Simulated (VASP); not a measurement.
# TaN in VASP: single point with PBEsol

Aim: the single point of TaN with PBEsol.

Program: VASP 6.6.1. These are calculated values, not measurements. Logs are shortened: lines on timing, memory, paths and dates and some standing lists are left out, and cuts for length are marked.

## Step 1: The cell of the first run

The cell holds a slab with vacuum, 20 atoms: a = 2.889 Å, b = 5.861 Å, c = 26.678 Å, α = 90.00°, β = 90.00°, γ = 90.00°.

## Step 2: Single point, PBEsol

The input, INCAR:

```
  PREC = Accurate
  ENCUT = 520
  EDIFF = 1E-6
  ISMEAR = 0
  SIGMA = 0.1
  LREAL = Auto
  LASPH = T
  NELM = 100
  ALGO = Fast
  ISIF = 2
  LWAVE = F
  LCHARG = F
  LDIPOL = T
  IDIPOL = 3
  DIPOL = 0.5 0.5 0.492
  GGA = PS
  NBANDS = 96
```

The input, KPOINTS:

```
Automatic mesh
0
Gamma
  12 6 1
```

The input, POSCAR:

```
TaN
1.0
    2.8894657411      0.0000000000      0.0000000000
    0.0000000000      5.8607958163      0.0000000000
    0.0000000000      0.0000000000     26.6776367642
Ta N
10 10
Direct
    0.5000000000      0.0000000000      0.2811343473
    0.5000000000      0.5000000000      0.2811343473
    0.0000000000      0.0000000000      0.3749339128
    0.0000000000      0.5000000000      0.3749339128
    0.5000000000      0.0000000000      0.4687334782
    0.5000000000      0.5000000000      0.4687334782
    0.0000000000      0.0000000000      0.5625330436
    0.0000000000      0.5000000000      0.5625330436
    0.5000000000      0.0000000000      0.6563326091
    0.5000000000      0.5000000000      0.6563326091
    0.0000000000      0.7500000000      0.3124008691
    0.5000000000      0.2500000000      0.3436673909
    0.5000000000      0.7500000000      0.4062004346
    0.0000000000      0.2500000000      0.4374669564
    0.0000000000      0.7500000000      0.5000000000
    0.5000000000      0.2500000000      0.5312665218
    0.5000000000      0.7500000000      0.5937995654
    0.0000000000      0.2500000000      0.6250660872
    0.0000000000      0.7500000000      0.6875991309
    0.5000000000      0.2500000000      0.7188656527
```

Potentials or basis: VASP PAW PBE potentials, release 64 (Ta_pv, N).

Command:

```
cat potpaw_PBE.64/Ta_pv/POTCAR potpaw_PBE.64/N/POTCAR > POTCAR
mpirun -np 1 vasp_std > vasp.out
```

OUTCAR:

```text
PREC = Accurate
   ENCUT = 520
   EDIFF = 1E-6
   ISMEAR = 0
   LREAL = Auto
   LASPH = T
   NELM = 100
   ISIF = 2
   GGA = PS

 ion  position               nearest neighbor table
   1  0.500  0.000  0.281-  12 2.22  11 2.22  11 2.22   3 2.89   3 2.89   2 2.93   2 2.93
   2  0.500  0.500  0.281-  12 2.22  11 2.22  11 2.22   4 2.89   4 2.89   1 2.93   1 2.93
   3  0.000  0.000  0.375-  14 2.22  13 2.22  13 2.22  12 2.22  12 2.22  11 2.22   5 2.89   5 2.89
                             1 2.89   1 2.89   4 2.93   4 2.93
   4  0.000  0.500  0.375-  14 2.22  13 2.22  13 2.22  12 2.22  12 2.22  11 2.22   6 2.89   6 2.89
                             2 2.89   2 2.89   3 2.93   3 2.93
   5  0.500  0.000  0.469-  13 2.22  16 2.22  15 2.22  14 2.22  14 2.22  15 2.22   3 2.89   7 2.89
                             3 2.89   7 2.89   6 2.93   6 2.93
   6  0.500  0.500  0.469-  13 2.22  16 2.22  15 2.22  14 2.22  14 2.22  15 2.22   4 2.89   8 2.89
                             4 2.89   8 2.89   5 2.93   5 2.93
   7  0.000  0.000  0.563-  15 2.22  18 2.22  17 2.22  16 2.22  16 2.22  17 2.22   5 2.89   5 2.89
                             9 2.89   9 2.89   8 2.93   8 2.93
   8  0.000  0.500  0.563-  15 2.22  18 2.22  17 2.22  16 2.22  16 2.22  17 2.22   6 2.89   6 2.89
                            10 2.89  10 2.89   7 2.93   7 2.93
   9  0.500  0.000  0.656-  20 2.22  19 2.22  19 2.22  18 2.22  18 2.22  17 2.22   7 2.89   7 2.89
                            10 2.93  10 2.93
  10  0.500  0.500  0.656-  20 2.22  19 2.22  19 2.22  18 2.22  18 2.22  17 2.22   8 2.89   8 2.89
                             9 2.93   9 2.93
  11  0.000  0.750  0.312-   1 2.22   2 2.22   1 2.22   2 2.22   3 2.22   4 2.22
  12  0.500  0.250  0.344-   1 2.22   2 2.22   3 2.22   4 2.22   3 2.22   4 2.22
  13  0.500  0.750  0.406-   5 2.22   6 2.22   3 2.22   4 2.22   3 2.22   4 2.22
  14  0.000  0.250  0.437-   3 2.22   4 2.22   5 2.22   6 2.22   5 2.22   6 2.22
  15  0.000  0.750  0.500-   7 2.22   8 2.22   5 2.22   6 2.22   5 2.22   6 2.22
  16  0.500  0.250  0.531-   5 2.22   6 2.22   7 2.22   8 2.22   7 2.22   8 2.22
  17  0.500  0.750  0.594-   7 2.22   8 2.22   7 2.22   8 2.22   9 2.22  10 2.22
  18  0.000  0.250  0.625-   7 2.22   8 2.22   9 2.22  10 2.22   9 2.22  10 2.22
  19  0.000  0.750  0.688-   9 2.22  10 2.22   9 2.22  10 2.22
  20  0.500  0.250  0.719-   9 2.22  10 2.22

  LATTYP: Found a simple orthorhombic cell.
 ALAT       =     2.8894657411
 B/A-ratio  =     2.0283319968
 C/A-ratio  =     9.2327229857

  Lattice vectors:

 A1 = (   2.8894657411,   0.0000000000,   0.0000000000)
 A2 = (   0.0000000000,   5.8607958163,   0.0000000000)
 A3 = (   0.0000000000,   0.0000000000,  26.6776367642)

Analysis of symmetry for initial positions (statically):
=====================================================================
 Subroutine PRICEL returns:
 Original cell was already a primitive cell.

 Routine SETGRP: Setting up the symmetry group for a
 simple orthorhombic supercell.

 Subroutine GETGRP returns: Found  4 space group operations
 (whereof  2 operations were pure point group operations)
 out of a pool of  8 trial point group operations.

The static configuration has the point symmetry C_1h.
 The point group associated with its full space group is C_2v.

Analysis of symmetry for dynamics (positions and initial velocities):
=====================================================================
 Subroutine PRICEL returns:
 Original cell was already a primitive cell.

 Routine SETGRP: Setting up the symmetry group for a
 simple orthorhombic supercell.

 Subroutine GETGRP returns: Found  4 space group operations
 (whereof  2 operations were pure point group operations)
 out of a pool of  8 trial point group operations.

The dynamic configuration has the point symmetry C_1h.
 The point group associated with its full space group is C_2v.

 Subroutine INISYM returns: Found  4 space group operations
 (whereof  2 operations are pure point group operations),
 and found     1 'primitive' translations

----------------------------------------------------------------------------------------

                                     Primitive cell

  volume of cell :     451.7743

  direct lattice vectors                    reciprocal lattice vectors
     2.889465741  0.000000000  0.000000000     0.346084740  0.000000000  0.000000000
     0.000000000  5.860795816  0.000000000     0.000000000  0.170625292  0.000000000
     0.000000000  0.000000000 26.677636764     0.000000000  0.000000000  0.037484580

  length of vectors
     2.889465741  5.860795816 26.677636764     0.346084740  0.170625292  0.037484580

  position of ions in fractional coordinates (direct lattice)
     0.500000000  0.000000000  0.281134347
     0.500000000  0.500000000  0.281134347
     0.000000000  0.000000000  0.374933913
     0.000000000  0.500000000  0.374933913
     0.500000000  0.000000000  0.468733478
     0.500000000  0.500000000  0.468733478
[... 12 lines left out ...]
     0.000000000  0.750000000  0.687599131
     0.500000000  0.250000000  0.718865653

  ion indices of the primitive-cell ions
   primitive index   ion index
                 1           1
                 2           2
                 3           3
                 4           4
                 5           5
                 6           6
[... 12 lines left out ...]
                19          19
                20          20

----------------------------------------------------------------------------------------

 KPOINTS: Automatic mesh

Automatic generation of k-mesh.
 Grid dimensions read from file:
 generate k-points for:   12    6    1

 Generating k-lattice:

  Cartesian coordinates                     Fractional coordinates (reciprocal lattice)
     0.028840395  0.000000000  0.000000000     0.083333333  0.000000000  0.000000000
     0.000000000  0.028437549  0.000000000     0.000000000  0.166666667  0.000000000
     0.000000000  0.000000000  0.037484580     0.000000000  0.000000000  1.000000000

  Length of vectors
     0.028840395  0.028437549  0.037484580

  Shift w.r.t. Gamma in fractional coordinates (k-lattice)
     0.000000000  0.000000000  0.000000000

 Subroutine IBZKPT returns following result:
 ===========================================

 Found     28 irreducible k-points:

 Following reciprocal coordinates:
            Coordinates               Weight
  0.000000  0.000000  0.000000      1.000000
  0.083333  0.000000  0.000000      2.000000
  0.166667  0.000000  0.000000      2.000000
  0.250000  0.000000  0.000000      2.000000
  0.333333  0.000000  0.000000      2.000000
  0.416667  0.000000  0.000000      2.000000
[... 16 lines left out ...]
  0.083333  0.500000  0.000000      2.000000
  0.166667  0.500000  0.000000      2.000000
 [... further k-points ...]
   k-points           NKPTS =     28   k-points in BZ     NKDIM =     28   number of bands    NBANDS=     96
   number of dos      NEDOS =    301   number of ions     NIONS =     20
   total plane-waves  NPLWV = 230400
   dimension x,y,z NGX =    24 NGY =   48 NGZ =  200
   dimension x,y,z NGXF=    48 NGYF=   96 NGZF=  400
   ions per type =              10  10
   NGX,Y,Z   is equivalent  to a cutoff of  13.81, 13.62, 12.46 a.u.
   NGXF,Y,Z  is equivalent  to a cutoff of  27.62, 27.23, 24.93 a.u.
 SYSTEM =  unknown system
   PREC   = accura    normal or accurate (medium, high low for compatibility)
   ISTART =      0    job   : 0-new  1-cont  2-samecut
   ICHARG =      2    charge: 1-file 2-atom 10-const
   ISPIN  =      1    spin polarized calculation?
   LNONCOLLINEAR =      F non collinear calculations
   LSORBIT =      F    spin-orbit coupling
   LASPH  =      T    aspherical Exc in radial PAW
   ENCUT  =  520.0 eV  38.22 Ry    6.18 a.u.   5.37 10.90 49.60*2*pi/ulx,y,z
   NELM   =    100;   NELMIN=  2; NELMDL= -5     # of ELM steps
   EDIFF  = 0.1E-05   stopping-criterion for ELM
   LREAL  =      T    real-space projection
   EDIFFG = 0.1E-04   stopping-criterion for IOM
   NSW    =      0    number of steps for IOM
   IBRION =     -1    ionic relax: 0-MD 1-quasi-New 2-CG
   NFREE  =      0    steps in history (QN), initial steepest desc. (CG)
   ISIF   =      2    stress and relaxation
   ISYM   =      2    0-nonsym 1-usesym 2-fastsym
   POTIM  = 0.5000    time-step for ionic-motion
   TEBEG  =    0.0;   TEEND  =   0.0 temperature during run
   PSTRESS=    0.0 pullay stress
   NELECT =     160.0000    total number of electrons
   NUPDOWN=      -1.0000    fix difference up-down
   EMIN   =  10.00;   EMAX   =-10.00  energy-range for DOS
   EFERMI =   0.00;   METHOD = LEGACY
   ISMEAR =     0;   SIGMA  =   0.10  broadening in eV -4-tet -1-fermi 0-gaus
   EFERMI_NEDOS =   21; number of points for ismear=-14 and -15
   IALGO  =     68    algorithm
   IMIX   =      4    mixing-type and parameters
     AMIX     =   0.40;   BMIX     =  1.00
     AMIX_MAG =   1.60;   BMIX_MAG =  1.00
  volume/ion in A,a.u.               =      22.59       152.44
  Fermi-wavevector in a.u.,A,eV,Ry     =   1.158264  2.188802 18.253251  1.341576
  Thomas-Fermi vector in A             =   2.294868
   LORBIT       =      0    0 simple, 1 ext, 2 COOP (PROOUT), +10 PAW based schemes
   GGA     = PS    functional components
   LHFCALC =     F    Hartree Fock is set to
   AEXX    =    0.0000 exact exchange contribution
   IVDW    =     0    specifies the selected vdW correction
   LEPSILON=     F    determine dielectric tensor
   LRPA    =     F    only Hartree local field effects (RPA)
 non-spin polarized calculation
 RMM-DIIS sequential band-by-band and
 Gauss-broadening in eV      SIGMA  =   0.10
  energy-cutoff  :      520.00
  volume of cell :      451.77
 maximum number of plane-waves:     12240
 NGX is ok and might be reduce to    24
   NGX = 11   NGY = 21   NGZ = 99

 dipolmoment           0.000000      0.000000     -0.848714 electrons x Angstroem

 number of electron     160.0000004 magnetization

 dipolmoment           0.000000      0.000000      0.260342 electrons x Angstroem

 Free energy of the ion-electron system (eV)
  ---------------------------------------------------
  ext. energy  EPLUGINS =         0.00000000
  ---------------------------------------------------
  free energy    TOTEN  =      -223.28519666 eV

  energy without entropy =     -223.23204031  energy(sigma->0) =     -223.25861849

 E-fermi :   0.4588     XC(G=0):  -7.2477

 val. band max:        0.4556154403   @ k =   0.0833   0.5000   0.0000
 cond. band min:       0.4733875658   @ k =   0.4167   0.5000   0.0000
 fundamental gap:      0.0177721255
 Fermi energy:         0.4588204333

 k-point     1 :       0.0000    0.0000    0.0000
  band No.  band energies     occupation
      1     -35.0373      2.00000
      2     -34.9834      2.00000
      3     -34.8900      2.00000
      4     -34.8754      2.00000
      5     -34.7978      2.00000
      6     -34.7803      2.00000
[... 84 lines left out ...]
     91       2.8531      0.00000
     92       2.9579      0.00000

 k-point     2 :       0.0833    0.0000    0.0000
  band No.  band energies     occupation
      1     -35.0171      2.00000
      2     -34.9697      2.00000
      3     -34.8714      2.00000
      4     -34.8649      2.00000
      5     -34.7899      2.00000
      6     -34.7722      2.00000
[... 2079 lines left out ...]
     91       2.2302      0.00000
     92       2.3685      0.00000

 k-point    24 :       0.1667    0.5000    0.0000
  band No.  band energies     occupation
      1     -34.8920      2.00000
      2     -34.8902      2.00000
      3     -34.7207      2.00000
      4     -34.7145      2.00000
      5     -34.5649      2.00000
      6     -34.5626      2.00000
[... 84 lines left out ...]
     91       1.9741      0.00000
     92       2.2019      0.00000

 [... further k-points ...]

 [bands above 92 left out]

------------------------ aborting loop because EDIFF is reached ----------------------------------------

 vacuum level on the upper side and lower side of the slab       (xc-potential included)         1.184        -1.528

  FORCE on cell =-STRESS in cart. coord.  units (eV):
  Direction    XX          YY          ZZ          XY          YZ          ZX
  --------------------------------------------------------------------------------------
  -------------------------------------------------------------------------------------
  Total       -7.0477158    -15.0377858     -5.5955341      0.0000000      0.0000000      0.0000000
  in kB      -24.9940979    -53.3301716    -19.8440647      0.0000000      0.0000000      0.0000000
  external PRESSURE =     -32.7227781 kB  Pullay stress =       0.0000000 kB

 VOLUME and BASIS-vectors are now :
 -----------------------------------------------------------------------------
  energy-cutoff  :      520.00
  volume of cell :      451.77
      direct lattice vectors                 reciprocal lattice vectors
     2.889465741  0.000000000  0.000000000     0.346084740  0.000000000  0.000000000
     0.000000000  5.860795816  0.000000000     0.000000000  0.170625292  0.000000000
     0.000000000  0.000000000 26.677636764     0.000000000  0.000000000  0.037484580

 POSITION                                       TOTAL-FORCE (eV/Angst)
 -----------------------------------------------------------------------------------
      1.44473      0.00000      7.50000         0.000000      0.673769      0.675033
      1.44473      2.93040      7.50000         0.000000     -0.673769      0.675033
      0.00000      0.00000     10.00235         0.000000     -0.100078     -0.998970
      0.00000      2.93040     10.00235         0.000000      0.100078     -0.998970
      1.44473      0.00000     12.50470         0.000000      0.013282      0.346866
      1.44473      2.93040     12.50470         0.000000     -0.013282      0.346866
[... 12 lines left out ...]
      0.00000      4.39560     18.34352         0.000000      0.000000     -3.382736
      1.44473      1.46520     19.17764         0.000000      0.000000     -3.835563
 -----------------------------------------------------------------------------------
    total drift:                                0.000000      0.000000      0.000669

  FREE ENERGIE OF THE ION-ELECTRON SYSTEM (eV)
  ---------------------------------------------------
  free  energy   TOTEN  =      -223.2851966639 eV

  energy  without entropy=     -223.2320403102  energy(sigma->0) =     -223.25861849

 vacuum level on the upper side and lower side of the slab         8.105         5.348
```

It took 89 min on 1 thread of Oxide Virtual Turin-like, shared host; peak memory 0.93 GiB.

Results:

- Free energy: -223.2852 eV
- Largest force: 5.064 eV/Å
- Band gap on the k mesh: zero (bands 80 and 81 overlap by 0.46 eV)

Forces on the atoms (eV/Å):
```
Ta   0.000  0.674  0.675
Ta   0.000 -0.674  0.675
Ta   0.000 -0.100 -0.999
Ta   0.000  0.100 -0.999
Ta   0.000  0.013  0.347
Ta   0.000 -0.013  0.347
Ta   0.000  0.012 -0.242
Ta   0.000 -0.012 -0.242
Ta   0.000 -0.344  5.052
Ta   0.000  0.344  5.052
N    0.000  0.000  0.212
N    0.000  0.000 -0.660
N    0.000  0.000  0.288
N    0.000  0.000  0.068
N    0.000  0.000 -0.199
N    0.000  0.000 -0.062
N    0.000  0.000 -0.670
N    0.000  0.000 -1.424
N    0.000  0.000 -3.383
N    0.000  0.000 -3.836
```

Caveat: the PAW data sets were made with another functional, which shifts forces and pressure a little; spin-orbit coupling is left out, which moves the levels of the heavy elements.
